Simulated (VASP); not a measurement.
# Zn (C2/m) in VASP: single point with PBEsol

Aim: the single point of Zn with PBEsol.

Program: VASP 6.6.1. These are calculated values, not measurements. Logs are shortened: lines on timing, memory, paths and dates and some standing lists are left out, and cuts for length are marked.

**1. The cell of the first run**

It takes space group C2/m (No. 12, monoclinic). Conventional cell: a = 4.621 Å, b = 2.645 Å, c = 7.092 Å, α = 90.00°, β = 103.36°, γ = 90.00°. Zn (site symmetry 2/m) has 12 Zn at 2.65 to 2.80 Å within 3.5 Å. Zn (site symmetry m) has 12 Zn at 2.65 to 2.80 Å within 3.5 Å.

**2. Single point, PBEsol**

INCAR reads:

```
  ALGO = Fast
  EDIFF = 1E-6
  ENCUT = 520
  GGA = PS
  ISIF = 2
  ISMEAR = 0
  LASPH = T
  LCHARG = F
  LREAL = F
  LWAVE = F
  NBANDS = 25
  NELM = 60
  PREC = Accurate
  SIGMA = 0.1
```

KPOINTS reads:

```
k-points
0
Gamma
  20 20 6
```

POSCAR reads:

```
Zn
1.0
    2.3106463153     -1.3226369572     -0.0027681842
    2.3106463153      1.3226369572     -0.0027681842
   -1.6304344715      0.0000000000      6.9020841095
Zn
3
Direct
    0.0000000000      0.0000000000      0.0000000000
    0.2247337088      0.2247337088      0.6658246130
    0.7752662912      0.7752662912      0.3341753870
```

Potentials or basis: VASP PAW PBE potentials, release 64 (Zn).

Run with:

```
$ cat potpaw_PBE.64/Zn/POTCAR > POTCAR
$ mpirun -np 1 vasp_std > vasp.out
```

OUTCAR:

```text
EDIFF = 1E-6
   ENCUT = 520
   GGA = PS
   ISIF = 2
   ISMEAR = 0
   LASPH = T
   LREAL = F
   NELM = 60
   PREC = Accurate

 ion  position               nearest neighbor table
   1  0.000  0.000  0.000-   3 2.76   3 2.76   2 2.76   2 2.76   2 2.80   3 2.80
   2  0.225  0.225  0.666-   3 2.75   3 2.75   3 2.75   1 2.76   1 2.76   1 2.80
   3  0.775  0.775  0.334-   2 2.75   2 2.75   2 2.75   1 2.76   1 2.76   1 2.80

  LATTYP: Found a base centered monoclinic cell.
 ALAT       =     4.6212959469
 B/A-ratio  =     0.5724095459
 C/A-ratio  =     1.5346438802
 COS(beta)  =    -0.2310620446

  Lattice vectors:

 A1 = (   2.3106463153,  -1.3226369572,  -0.0027681842)
 A2 = (   2.3106463153,   1.3226369572,  -0.0027681842)
 A3 = (  -1.6304344715,   0.0000000000,   6.9020841095)

Analysis of symmetry for initial positions (statically):
=====================================================================
 Subroutine PRICEL returns:
 Original cell was already a primitive cell.

 Routine SETGRP: Setting up the symmetry group for a
 base centered monoclinic supercell.

 Subroutine GETGRP returns: Found  4 space group operations
 (whereof  4 operations were pure point group operations)
 out of a pool of  4 trial point group operations.

The static configuration has the point symmetry C_2h.

Analysis of symmetry for dynamics (positions and initial velocities):
=====================================================================
 Subroutine PRICEL returns:
 Original cell was already a primitive cell.

 Routine SETGRP: Setting up the symmetry group for a
 base centered monoclinic supercell.

 Subroutine GETGRP returns: Found  4 space group operations
 (whereof  4 operations were pure point group operations)
 out of a pool of  4 trial point group operations.

The dynamic configuration has the point symmetry C_2h.

 Subroutine INISYM returns: Found  4 space group operations
 (whereof  4 operations are pure point group operations),
 and found     1 'primitive' translations

----------------------------------------------------------------------------------------

                                     Primitive cell

  volume of cell :      42.1756

  direct lattice vectors                    reciprocal lattice vectors
     2.310646315 -1.322636957 -0.002768184     0.216450928 -0.378032685  0.051130796
     2.310646315  1.322636957 -0.002768184     0.216450928  0.378032685  0.051130796
    -1.630434472  0.000000000  6.902084109     0.000173622  0.000000000  0.144924788

  length of vectors
     2.662416680  2.662416680  7.092043543     0.438604689  0.438604689  0.144924892

  position of ions in fractional coordinates (direct lattice)
     0.000000000  0.000000000  0.000000000
     0.224733709  0.224733709  0.665824613
     0.775266291  0.775266291  0.334175387

  ion indices of the primitive-cell ions
   primitive index   ion index
                 1           1
                 2           2
                 3           3

----------------------------------------------------------------------------------------

 KPOINTS: k-points

Automatic generation of k-mesh.
 Grid dimensions read from file:
 generate k-points for:   20   20    6

 Generating k-lattice:

  Cartesian coordinates                     Fractional coordinates (reciprocal lattice)
     0.010822546 -0.018901634  0.002556540     0.050000000  0.000000000  0.000000000
     0.010822546  0.018901634  0.002556540     0.000000000  0.050000000  0.000000000
     0.000028937  0.000000000  0.024154131     0.000000000  0.000000000  0.166666667

  Length of vectors
     0.021930234  0.021930234  0.024154149

  Shift w.r.t. Gamma in fractional coordinates (k-lattice)
     0.000000000  0.000000000  0.000000000

 Subroutine IBZKPT returns following result:
 ===========================================

 Found    642 irreducible k-points:

 Following reciprocal coordinates:
            Coordinates               Weight
  0.000000  0.000000  0.000000      1.000000
  0.050000 -0.000000  0.000000      4.000000
  0.100000  0.000000  0.000000      4.000000
  0.150000 -0.000000 -0.000000      4.000000
  0.200000  0.000000  0.000000      4.000000
  0.250000  0.000000  0.000000      4.000000
[... 16 lines left out ...]
 -0.400000  0.050000  0.000000      4.000000
 -0.350000  0.050000  0.000000      4.000000
 [... further k-points ...]
   k-points           NKPTS =    642   k-points in BZ     NKDIM =    642   number of bands    NBANDS=     25
   number of dos      NEDOS =    301   number of ions     NIONS =      3
   total plane-waves  NPLWV =  21600
   dimension x,y,z NGX =    20 NGY =   20 NGZ =   54
   dimension x,y,z NGXF=    40 NGYF=   40 NGZF=  108
   ions per type =               3
   NGX,Y,Z   is equivalent  to a cutoff of  12.49, 12.49, 12.66 a.u.
   NGXF,Y,Z  is equivalent  to a cutoff of  24.98, 24.98, 25.32 a.u.
 SYSTEM =  unknown system
   PREC   = accura    normal or accurate (medium, high low for compatibility)
   ISTART =      0    job   : 0-new  1-cont  2-samecut
   ICHARG =      2    charge: 1-file 2-atom 10-const
   ISPIN  =      1    spin polarized calculation?
   LNONCOLLINEAR =      F non collinear calculations
   LSORBIT =      F    spin-orbit coupling
   LASPH  =      T    aspherical Exc in radial PAW
   ENCUT  =  520.0 eV  38.22 Ry    6.18 a.u.   4.95  4.95 13.19*2*pi/ulx,y,z
   NELM   =     60;   NELMIN=  2; NELMDL= -5     # of ELM steps
   EDIFF  = 0.1E-05   stopping-criterion for ELM
   LREAL  =      F    real-space projection
   EDIFFG = 0.1E-04   stopping-criterion for IOM
   NSW    =      0    number of steps for IOM
   IBRION =     -1    ionic relax: 0-MD 1-quasi-New 2-CG
   NFREE  =      0    steps in history (QN), initial steepest desc. (CG)
   ISIF   =      2    stress and relaxation
   ISYM   =      2    0-nonsym 1-usesym 2-fastsym
   POTIM  = 0.5000    time-step for ionic-motion
   TEBEG  =    0.0;   TEEND  =   0.0 temperature during run
   PSTRESS=    0.0 pullay stress
   NELECT =      36.0000    total number of electrons
   NUPDOWN=      -1.0000    fix difference up-down
   EMIN   =  10.00;   EMAX   =-10.00  energy-range for DOS
   EFERMI =   0.00;   METHOD = LEGACY
   ISMEAR =     0;   SIGMA  =   0.10  broadening in eV -4-tet -1-fermi 0-gaus
   EFERMI_NEDOS =   21; number of points for ismear=-14 and -15
   IALGO  =     68    algorithm
   IMIX   =      4    mixing-type and parameters
     AMIX     =   0.40;   BMIX     =  1.00
     AMIX_MAG =   1.60;   BMIX_MAG =  1.00
  volume/ion in A,a.u.               =      14.06        94.87
  Fermi-wavevector in a.u.,A,eV,Ry     =   1.552942  2.934634 32.812194  2.411628
  Thomas-Fermi vector in A             =   2.657244
   LORBIT       =      0    0 simple, 1 ext, 2 COOP (PROOUT), +10 PAW based schemes
   GGA     = PS    functional components
   LHFCALC =     F    Hartree Fock is set to
   AEXX    =    0.0000 exact exchange contribution
   IVDW    =     0    specifies the selected vdW correction
   LEPSILON=     F    determine dielectric tensor
   LRPA    =     F    only Hartree local field effects (RPA)
 non-spin polarized calculation
 RMM-DIIS sequential band-by-band and
 Gauss-broadening in eV      SIGMA  =   0.10
  energy-cutoff  :      520.00
  volume of cell :       42.18
 maximum number of plane-waves:      1162
   NGX =  9   NGY =  9   NGZ = 27

 number of electron      35.9999949 magnetization

 Free energy of the ion-electron system (eV)
  ---------------------------------------------------
  ext. energy  EPLUGINS =         0.00000000
  ---------------------------------------------------
  free energy    TOTEN  =        -4.73131520 eV

  energy without entropy =       -4.72810632  energy(sigma->0) =       -4.72971076

 E-fermi :   3.5684     XC(G=0): -12.1300

 val. band max:        3.5654131953   @ k =   0.5000   0.1500   0.3333
 cond. band min:       3.5739998010   @ k =  -0.3000   0.1000   0.5000
 fundamental gap:      0.0085866057
 Fermi energy:         3.5684014922

 k-point     1 :       0.0000    0.0000    0.0000
  band No.  band energies     occupation
      1      -7.5311      2.00000
      2      -5.4326      2.00000
      3      -5.4264      2.00000
      4      -4.4654      2.00000
      5      -4.3422      2.00000
      6      -4.3219      2.00000
[... 17 lines left out ...]
     24      21.2971      0.00000
     25      21.4080      0.00000

 k-point     2 :       0.0500   -0.0000    0.0000
  band No.  band energies     occupation
      1      -7.4555      2.00000
      2      -5.4030      2.00000
      3      -5.3673      2.00000
      4      -4.4603      2.00000
      5      -4.3392      2.00000
      6      -4.3139      2.00000
[... 17 lines left out ...]
     24      20.5059      0.00000
     25      20.9183      0.00000

 k-point     3 :       0.1000    0.0000    0.0000
  band No.  band energies     occupation
      1      -7.2308      2.00000
      2      -5.2899      2.00000
      3      -5.2307      2.00000
      4      -4.4539      2.00000
      5      -4.3703      2.00000
      6      -4.3189      2.00000
[... 17 lines left out ...]
     24      19.8133      0.00000
     25      20.5926      0.00000

 k-point     4 :       0.1500   -0.0000   -0.0000
  band No.  band energies     occupation
      1      -6.8650      2.00000
      2      -5.1180      2.00000
      3      -5.0511      2.00000
      4      -4.4737      2.00000
      5      -4.4364      2.00000
      6      -4.3515      2.00000
[... 17 lines left out ...]
     24      18.6500      0.00000
     25      19.6207      0.00000

 k-point     5 :       0.2000    0.0000    0.0000
  band No.  band energies     occupation
      1      -6.3789      2.00000
      2      -4.9586      2.00000
      3      -4.8875      2.00000
      4      -4.5717      2.00000
      5      -4.4939      2.00000
      6      -4.4022      2.00000
[... 17 lines left out ...]
     24      17.3110      0.00000
     25      17.5594      0.00000

 k-point     6 :       0.2500    0.0000    0.0000
  band No.  band energies     occupation
      1      -5.8308      2.00000
      2      -4.9073      2.00000
      3      -4.8258      2.00000
      4      -4.6736      2.00000
      5      -4.5739      2.00000
      6      -4.3821      2.00000
[... 17 lines left out ...]
     24      15.9297      0.00000
     25      16.5826      0.00000
[... 393 lines left out ...]
 k-point    21 :       0.5000    0.0500    0.0000
  band No.  band energies     occupation
      1      -5.1645      2.00000
      2      -5.0401      2.00000
      3      -5.0174      2.00000
      4      -4.8400      2.00000
      5      -4.8245      2.00000
      6      -4.4048      2.00000
[... 17 lines left out ...]
     24      13.1366      0.00000
     25      13.1907      0.00000

 k-point    22 :      -0.4500    0.0500    0.0000
  band No.  band energies     occupation
      1      -5.1623      2.00000
      2      -5.0383      2.00000
      3      -5.0197      2.00000
      4      -4.8497      2.00000
      5      -4.8152      2.00000
      6      -4.4051      2.00000
[... 17 lines left out ...]
     24      13.1211      0.00000
     25      13.2251      0.00000

 k-point    23 :      -0.4000    0.0500    0.0000
  band No.  band energies     occupation
      1      -5.1436      2.00000
      2      -5.0252      2.00000
      3      -4.9899      2.00000
      4      -4.8399      2.00000
      5      -4.7905      2.00000
      6      -4.3909      2.00000
[... 17 lines left out ...]
     24      13.2503      0.00000
     25      13.3081      0.00000

 k-point    24 :      -0.3500    0.0500    0.0000
  band No.  band energies     occupation
      1      -5.1288      2.00000
      2      -4.9962      2.00000
      3      -4.9392      2.00000
      4      -4.8113      2.00000
      5      -4.7533      2.00000
      6      -4.3659      2.00000
[... 17 lines left out ...]
     24      13.5513      0.00000
     25      13.9139      0.00000

 [... further k-points ...]

------------------------ aborting loop because EDIFF is reached ----------------------------------------

  FORCE on cell =-STRESS in cart. coord.  units (eV):
  Direction    XX          YY          ZZ          XY          YZ          ZX
  --------------------------------------------------------------------------------------
  -------------------------------------------------------------------------------------
  Total        0.0829222      0.0943342      0.0472697      0.0000000      0.0000000      0.0043026
  in kB        3.1500686      3.5835901      1.7956940      0.0000000      0.0000000      0.1634486
  external PRESSURE =       2.8431176 kB  Pullay stress =       0.0000000 kB

 VOLUME and BASIS-vectors are now :
 -----------------------------------------------------------------------------
  energy-cutoff  :      520.00
  volume of cell :       42.18
      direct lattice vectors                 reciprocal lattice vectors
     2.310646315 -1.322636957 -0.002768184     0.216450928 -0.378032685  0.051130796
     2.310646315  1.322636957 -0.002768184     0.216450928  0.378032685  0.051130796
    -1.630434472  0.000000000  6.902084109     0.000173622  0.000000000  0.144924788

 POSITION                                       TOTAL-FORCE (eV/Angst)
 -----------------------------------------------------------------------------------
      0.00000      0.00000      0.00000         0.000000      0.000000      0.000000
     -0.04702      0.00000      4.59433        -0.000312     -0.000000     -0.000023
      3.03788      0.00000      2.30221         0.000312     -0.000000      0.000023
 -----------------------------------------------------------------------------------
    total drift:                                0.000000      0.000000     -0.000000

  FREE ENERGIE OF THE ION-ELECTRON SYSTEM (eV)
  ---------------------------------------------------
  free  energy   TOTEN  =        -4.7313152003 eV

  energy  without entropy=       -4.7281063212  energy(sigma->0) =       -4.72971076
```

It took 8.9 min on 1 thread of AMD EPYC 9755, shared host; peak memory 0.53 GiB.

What came out:

```yaml
Free_energy: -4.7313 eV
Pressure: 0.3 GPa
Band_gap_on_the_k_mesh: zero (bands 18 and 19 overlap by 3.90 eV)
```

Stress tensor (GPa, compression positive):
```
0.32 0.00 0.02
0.00 0.36 0.00
0.02 0.00 0.18
```

Levels at points of the mesh, in eV from the Fermi level:
| k point | band 16 | band 17 | band 18 | band 19 | band 20 | band 21 |
| --- | --- | --- | --- | --- | --- | --- |
| (0.00, 0.00, 0.00) | -7.24 | -7.00 | -6.98 | 2.85 | 2.89 | 16.88 |
| (0.50, 0.00, 0.00) | -3.30 | -2.61 | -1.94 | 0.44 | 1.24 | 2.19 |
| (0.50, 0.50, 0.00) | -3.01 | -2.79 | -2.36 | -0.67 | 2.25 | 3.96 |
| (0.00, 0.00, 0.50) | -7.21 | -7.18 | -3.73 | -2.15 | 9.94 | 9.99 |
| (0.50, 0.00, 0.50) | -2.99 | -2.70 | -2.29 | -0.36 | 2.15 | 3.73 |
| (0.50, 0.50, 0.50) | -3.42 | -2.70 | -1.85 | 0.49 | 0.87 | 1.83 |

Caveat: the PAW data sets were made with another functional, which shifts forces and pressure a little.
